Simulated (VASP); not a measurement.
# Al8HO in VASP: single point with PBEsol

Aim: the single point of Al8HO with PBEsol.

All numbers are computed with VASP 6.6.1; they aren't measurements. Logs are shortened: lines on timing, memory, paths and dates and some standing lists are left out, and cuts for length are marked.

### Step 1. The cell of the first run

The cell holds a slab with vacuum, 10 atoms: a = 2.836 Å, b = 2.836 Å, c = 36.194 Å, α = 90.00°, β = 90.00°, γ = 120.00°.

### Step 2. Single point, PBEsol

The input, INCAR:

```
SYSTEM = Al8HO
PREC = Accurate
ENCUT = 520
EDIFF = 1E-7
ISMEAR = 0
SIGMA = 0.1
LREAL = .False.
LASPH = .True.
NELM = 80
ALGO = Normal
ISIF = 2
LWAVE = .False.
LCHARG = .True.
LDIPOL = .True.
IDIPOL = 3
DIPOL = 0.5 0.5 0.513
GGA = PS
LELF = .True.
LVHAR = .True.
LVACPOTAV = .True.
NBANDS = 26
```

The input, KPOINTS:

```
regular mesh
0
Gamma
  12 12 1
  0 0 0
```

The input, POSCAR:

```
Al8HO
1.0
    2.8362844922      0.0000000000      0.0000000000
   -1.4181422461      2.4562944226      0.0000000000
    0.0000000000      0.0000000000     36.1937615421
Al O H
8 1 1
Direct
    0.3333333333      0.6666666667      0.2348471018
    0.0000000000      0.0000000000      0.2992376836
    0.6666666667      0.3333333333      0.3636282653
    0.0000000000      0.0000000000      0.4280188471
    0.3349739161      0.6714114700      0.4913650699
    0.0101255301      0.0238690228      0.5553554521
    0.6747367833      0.3540636824      0.6195827113
   -0.0184896803     -0.0311502419      0.6814733984
    0.4524751114      0.9106886188      0.7194533895
    0.6105219244      1.2268941432      0.7361303015
```

Potentials or basis: VASP PAW PBE potentials, release 64 (Al, O, H).

On the command line:

```
cat potpaw_PBE.64/Al/POTCAR potpaw_PBE.64/O/POTCAR potpaw_PBE.64/H/POTCAR > POTCAR
mpirun -np 1 vasp_std > vasp.out
```

OUTCAR:

```text
SYSTEM = Al8HO
   PREC = Accurate
   ENCUT = 520
   EDIFF = 1E-7
   ISMEAR = 0
   LREAL = .False.
   LASPH = .True.
   NELM = 80
   ISIF = 2
   GGA = PS

 ion  position               nearest neighbor table
   1  0.333  0.667  0.235-   2 2.85   2 2.85   2 2.85
   2  0.000  0.000  0.299-   3 2.85   3 2.85   3 2.85   1 2.85   1 2.85   1 2.85
   3  0.667  0.333  0.364-   2 2.85   2 2.85   2 2.85   4 2.85   4 2.85   4 2.85
   4  0.000  0.000  0.428-   5 2.81   5 2.82   5 2.82   3 2.85   3 2.85   3 2.85
   5  0.335  0.671  0.491-   6 2.81   4 2.81   4 2.82   4 2.82   6 2.85   6 2.85
   6  0.010  0.024  0.555-   5 2.81   7 2.84   7 2.84   7 2.85   5 2.85   5 2.85
   7  0.675  0.354  0.620-   8 2.70   8 2.81   8 2.82   6 2.84   6 2.84   6 2.85
   8  0.982  0.969  0.681-   9 1.98   9 1.98   7 2.70   7 2.81   7 2.82
   9  0.452  0.911  0.719-  10 0.98   8 1.98   8 1.98
  10  0.611  0.227  0.736-   9 0.98

  LATTYP: Found a hexagonal cell.
 ALAT       =     2.8362844922
 C/A-ratio  =    12.7609771310

  Lattice vectors:

 A1 = (   2.8362844922,   0.0000000000,   0.0000000000)
 A2 = (  -1.4181422461,   2.4562944226,   0.0000000000)
 A3 = (   0.0000000000,   0.0000000000,  36.1937615421)

Analysis of symmetry for initial positions (statically):
=====================================================================
 Subroutine PRICEL returns:
 Original cell was already a primitive cell.

 Routine SETGRP: Setting up the symmetry group for a
 hexagonal supercell.

 Subroutine GETGRP returns: Found  1 space group operations
 (whereof  1 operations were pure point group operations)
 out of a pool of 24 trial point group operations.

The static configuration has the point symmetry C_1 .

Analysis of symmetry for dynamics (positions and initial velocities):
=====================================================================
 Subroutine PRICEL returns:
 Original cell was already a primitive cell.

 Routine SETGRP: Setting up the symmetry group for a
 hexagonal supercell.

 Subroutine GETGRP returns: Found  1 space group operations
 (whereof  1 operations were pure point group operations)
 out of a pool of 24 trial point group operations.

The dynamic configuration has the point symmetry C_1 .

 Subroutine INISYM returns: Found  1 space group operations
 (whereof  1 operations are pure point group operations),
 and found     1 'primitive' translations

----------------------------------------------------------------------------------------

                                     Primitive cell

  volume of cell :     252.1529

  direct lattice vectors                    reciprocal lattice vectors
     2.836284492  0.000000000  0.000000000     0.352573941  0.203558659  0.000000000
    -1.418142246  2.456294423  0.000000000     0.000000000  0.407117319  0.000000000
     0.000000000  0.000000000 36.193761542     0.000000000  0.000000000  0.027629071

  length of vectors
     2.836284492  2.836284492 36.193761542     0.407117319  0.407117319  0.027629071

  position of ions in fractional coordinates (direct lattice)
     0.333333333  0.666666667  0.234847102
     0.000000000  0.000000000  0.299237684
     0.666666667  0.333333333  0.363628265
     0.000000000  0.000000000  0.428018847
     0.334973916  0.671411470  0.491365070
     0.010125530  0.023869023  0.555355452
     0.674736783  0.354063682  0.619582711
     0.981510320  0.968849758  0.681473398
     0.452475111  0.910688619  0.719453390
     0.610521924  0.226894143  0.736130301

  ion indices of the primitive-cell ions
   primitive index   ion index
                 1           1
                 2           2
                 3           3
                 4           4
                 5           5
                 6           6
                 7           7
                 8           8
                 9           9
                10          10

----------------------------------------------------------------------------------------

 KPOINTS: regular mesh

Automatic generation of k-mesh.
 Grid dimensions read from file:
 generate k-points for:   12   12    1

 Generating k-lattice:

  Cartesian coordinates                     Fractional coordinates (reciprocal lattice)
     0.029381162  0.016963222  0.000000000     0.083333333 -0.000000000  0.000000000
     0.000000000  0.033926443  0.000000000     0.000000000  0.083333333  0.000000000
     0.000000000  0.000000000  0.027629071     0.000000000  0.000000000  1.000000000

  Length of vectors
     0.033926443  0.033926443  0.027629071

  Shift w.r.t. Gamma in fractional coordinates (k-lattice)
     0.000000000  0.000000000  0.000000000

 Subroutine IBZKPT returns following result:
 ===========================================

 Found     74 irreducible k-points:

 Following reciprocal coordinates:
            Coordinates               Weight
  0.000000  0.000000  0.000000      1.000000
  0.083333 -0.000000  0.000000      2.000000
  0.000000  0.083333  0.000000      2.000000
 -0.083333  0.083333  0.000000      2.000000
  0.166667 -0.000000  0.000000      2.000000
  0.000000  0.166667  0.000000      2.000000
[... 16 lines left out ...]
  0.166667  0.083333  0.000000      2.000000
 -0.083333  0.250000  0.000000      2.000000
 [... further k-points ...]
   k-points           NKPTS =     74   k-points in BZ     NKDIM =     74   number of bands    NBANDS=     26
   number of dos      NEDOS =    301   number of ions     NIONS =     10
   total plane-waves  NPLWV = 155520
   dimension x,y,z NGX =    24 NGY =   24 NGZ =  270
   dimension x,y,z NGXF=    48 NGYF=   48 NGZF=  540
   ions per type =               8   1   1
   NGX,Y,Z   is equivalent  to a cutoff of  14.07, 14.07, 12.40 a.u.
   NGXF,Y,Z  is equivalent  to a cutoff of  28.13, 28.13, 24.80 a.u.
 SYSTEM =  Al8HO
   PREC   = accura    normal or accurate (medium, high low for compatibility)
   ISTART =      0    job   : 0-new  1-cont  2-samecut
   ICHARG =      2    charge: 1-file 2-atom 10-const
   ISPIN  =      1    spin polarized calculation?
   LNONCOLLINEAR =      F non collinear calculations
   LSORBIT =      F    spin-orbit coupling
   LASPH  =      T    aspherical Exc in radial PAW
   ENCUT  =  520.0 eV  38.22 Ry    6.18 a.u.   5.27  5.27 67.30*2*pi/ulx,y,z
   NELM   =     80;   NELMIN=  2; NELMDL= -5     # of ELM steps
   EDIFF  = 0.1E-06   stopping-criterion for ELM
   LREAL  =      F    real-space projection
   EDIFFG = 0.1E-05   stopping-criterion for IOM
   NSW    =      0    number of steps for IOM
   IBRION =     -1    ionic relax: 0-MD 1-quasi-New 2-CG
   NFREE  =      0    steps in history (QN), initial steepest desc. (CG)
   ISIF   =      2    stress and relaxation
   ISYM   =      2    0-nonsym 1-usesym 2-fastsym
   POTIM  = 0.5000    time-step for ionic-motion
   TEBEG  =    0.0;   TEEND  =   0.0 temperature during run
   PSTRESS=    0.0 pullay stress
   NELECT =      31.0000    total number of electrons
   NUPDOWN=      -1.0000    fix difference up-down
   EMIN   =  10.00;   EMAX   =-10.00  energy-range for DOS
   EFERMI =   0.00;   METHOD = LEGACY
   ISMEAR =     0;   SIGMA  =   0.10  broadening in eV -4-tet -1-fermi 0-gaus
   EFERMI_NEDOS =   21; number of points for ismear=-14 and -15
   IALGO  =     38    algorithm
   IMIX   =      4    mixing-type and parameters
     AMIX     =   0.40;   BMIX     =  1.00
     AMIX_MAG =   1.60;   BMIX_MAG =  1.00
  volume/ion in A,a.u.               =      25.22       170.16
  Fermi-wavevector in a.u.,A,eV,Ry     =   0.814031  1.538295  9.015845  0.662646
  Thomas-Fermi vector in A             =   1.923864
   LORBIT       =      0    0 simple, 1 ext, 2 COOP (PROOUT), +10 PAW based schemes
   GGA     = PS    functional components
   LHFCALC =     F    Hartree Fock is set to
   AEXX    =    0.0000 exact exchange contribution
   IVDW    =     0    specifies the selected vdW correction
   LEPSILON=     F    determine dielectric tensor
   LRPA    =     F    only Hartree local field effects (RPA)
 non-spin polarized calculation
 Gauss-broadening in eV      SIGMA  =   0.10
  energy-cutoff  :      520.00
  volume of cell :      252.15
 maximum number of plane-waves:      6845
 NGX is ok and might be reduce to    24
   NGX = 11   NGY = 11   NGZ =135

 dipolmoment           0.000000      0.000000      0.231366 electrons x Angstroem

 number of electron      31.0000004 magnetization

 dipolmoment           0.000000      0.000000     -0.081987 electrons x Angstroem

 Free energy of the ion-electron system (eV)
  ---------------------------------------------------
  ext. energy  EPLUGINS =         0.00000000
  ---------------------------------------------------
  free energy    TOTEN  =       -43.75313109 eV

  energy without entropy =      -43.73774999  energy(sigma->0) =      -43.74544054

 E-fermi :   3.1569     XC(G=0):  -6.1700

 val. band max:        3.1541781359   @ k =   0.2500   0.1667   0.0000
 cond. band min:       3.1818886465   @ k =  -0.4167   0.2500   0.0000
 fundamental gap:      0.0277105106
 Fermi energy:         3.1568732107

 k-point     1 :       0.0000    0.0000    0.0000
  band No.  band energies     occupation
      1     -19.6172      2.00000
      2      -8.2098      2.00000
      3      -7.9028      2.00000
      4      -7.5062      2.00000
      5      -6.9409      2.00000
      6      -6.2099      2.00000
[... 18 lines left out ...]
     25      10.3798      0.00000
     26      11.7977      0.00000

 k-point     2 :       0.0833   -0.0000    0.0000
  band No.  band energies     occupation
      1     -19.5590      2.00000
      2      -8.0765      2.00000
      3      -7.7418      2.00000
      4      -7.3481      2.00000
      5      -6.7885      2.00000
      6      -6.0595      2.00000
[... 18 lines left out ...]
     25      10.4746      0.00000
     26      11.4061      0.00000

 k-point     3 :       0.0000    0.0833    0.0000
  band No.  band energies     occupation
      1     -19.5565      2.00000
      2      -8.0797      2.00000
      3      -7.7427      2.00000
      4      -7.3494      2.00000
      5      -6.7911      2.00000
      6      -6.0633      2.00000
[... 18 lines left out ...]
     25      10.4497      0.00000
     26      11.4145      0.00000

 k-point     4 :      -0.0833    0.0833    0.0000
  band No.  band energies     occupation
      1     -19.5590      2.00000
      2      -8.0765      2.00000
      3      -7.7418      2.00000
      4      -7.3481      2.00000
      5      -6.7885      2.00000
      6      -6.0595      2.00000
[... 18 lines left out ...]
     25      10.4747      0.00000
     26      11.4061      0.00000
[... 496 lines left out ...]
      1     -19.4501      2.00000
      2      -7.8248      2.00000
      3      -7.4174      2.00000
      4      -7.0302      2.00000
      5      -6.4811      2.00000
      6      -5.7551      2.00000
[... 18 lines left out ...]
     25       9.9130      0.00000
     26      10.0378      0.00000

 k-point    23 :       0.1667    0.0833    0.0000
  band No.  band energies     occupation
      1     -19.2405      2.00000
      2      -7.4601      2.00000
      3      -6.7672      2.00000
      4      -6.4024      2.00000
      5      -5.8865      2.00000
      6      -5.1837      2.00000
[... 18 lines left out ...]
     25       8.5036      0.00000
     26       8.7640      0.00000

 k-point    24 :      -0.0833    0.2500    0.0000
  band No.  band energies     occupation
      1     -19.2328      2.00000
      2      -7.4988      2.00000
      3      -6.7698      2.00000
      4      -6.4088      2.00000
      5      -5.8995      2.00000
      6      -5.2043      2.00000
[... 18 lines left out ...]
     25       8.5144      0.00000
     26       8.7908      0.00000

 [... further k-points ...]

------------------------ aborting loop because EDIFF is reached ----------------------------------------

  FORCE on cell =-STRESS in cart. coord.  units (eV):
  Direction    XX          YY          ZZ          XY          YZ          ZX
  --------------------------------------------------------------------------------------
  -------------------------------------------------------------------------------------
  Total       -0.2308947      1.8989475      0.0115572     -0.0018504      0.1362095      0.0074441
  in kB       -1.4671030     12.0658967      0.0734343     -0.0117576      0.8654738      0.0473000
  external PRESSURE =       3.5574093 kB  Pullay stress =       0.0000000 kB

 VOLUME and BASIS-vectors are now :
 -----------------------------------------------------------------------------
  energy-cutoff  :      520.00
  volume of cell :      252.15
      direct lattice vectors                 reciprocal lattice vectors
     2.836284492  0.000000000  0.000000000     0.352573941  0.203558659  0.000000000
    -1.418142246  2.456294423  0.000000000     0.000000000  0.407117319  0.000000000
     0.000000000  0.000000000 36.193761542     0.000000000  0.000000000  0.027629071

 POSITION                                       TOTAL-FORCE (eV/Angst)
 -----------------------------------------------------------------------------------
     -0.00000      1.63753      8.50000         0.000005      0.001011      0.000560
      0.00000      0.00000     10.83054        -0.000001     -0.004814      0.034469
      1.41814      0.81876     13.16107        -0.000132     -0.003892     -0.046179
      0.00000      0.00000     15.49161        -0.000814      0.002685      0.007743
     -0.00208      1.64918     17.78435        -0.000220     -0.000208     -0.000120
     -0.00513      0.05863     20.10040         0.000399     -0.000145      0.003257
      1.41163      0.86968     22.42503         0.000030      0.000517     -0.005726
      1.40988      2.37978     24.66509         0.000963     -0.005905     -0.013168
     -0.00814      2.23692     26.03972        -0.000312     -0.073954     -0.071561
      1.40985      0.55732     26.64332         0.000083      0.084705      0.090726
 -----------------------------------------------------------------------------------
    total drift:                                0.000115      0.000742     -0.000205

  FREE ENERGIE OF THE ION-ELECTRON SYSTEM (eV)
  ---------------------------------------------------
  free  energy   TOTEN  =       -43.7531310869 eV

  energy  without entropy=      -43.7377499881  energy(sigma->0) =      -43.74544054

 vacuum level on the upper side and lower side of the slab         5.136         7.265
```

Run time: 32 min. Hardware: 1 thread of Intel Xeon 8259CL, shared host; peak memory 0.67 GiB.

What came out:

| Item | Value |
| --- | --- |
| Free energy | -43.7531 eV |
| Largest force | 0.124 eV/Å |
| Band gap on the k mesh | zero (an odd number of electrons rules out a gap without spin polarisation) |

Forces in eV/Å, atoms in the order of the input:
```
Al   0.000  0.001  0.001
Al   0.000 -0.005  0.034
Al   0.000 -0.004 -0.046
Al  -0.001  0.003  0.008
Al   0.000  0.000  0.000
Al   0.000  0.000  0.003
Al   0.000  0.001 -0.006
Al   0.001 -0.006 -0.013
O    0.000 -0.074 -0.072
H    0.000  0.085  0.091
```

Levels at points of the mesh, in eV from the Fermi level:
| k point | band 12 | band 13 | band 14 | band 15 | band 16 | band 17 | band 18 | band 19 |
| --- | --- | --- | --- | --- | --- | --- | --- | --- |
| (0.00, 0.00, 0.00) | -4.48 | -3.02 | -1.44 | 0.10 | 1.17 | 1.97 | 2.48 | 3.12 |
| (0.50, 0.00, 0.00) | -3.44 | -2.80 | -2.66 | -1.95 | -1.37 | -0.52 | -0.31 | 0.96 |
| (0.00, 0.50, 0.00) | -3.76 | -2.79 | -2.68 | -1.98 | -1.33 | -0.55 | -0.27 | 0.78 |
| (0.50, 0.50, 0.00) | -3.44 | -2.80 | -2.66 | -1.95 | -1.37 | -0.52 | -0.31 | 0.96 |

Caveat: the PAW data sets were made with another functional, which shifts forces and pressure a little; an odd number of electrons without spin polarisation forces a metal; a magnetic or distorted state may lie lower.

The gap in the log of VASP goes by the Fermi energy; the results here count the filled bands.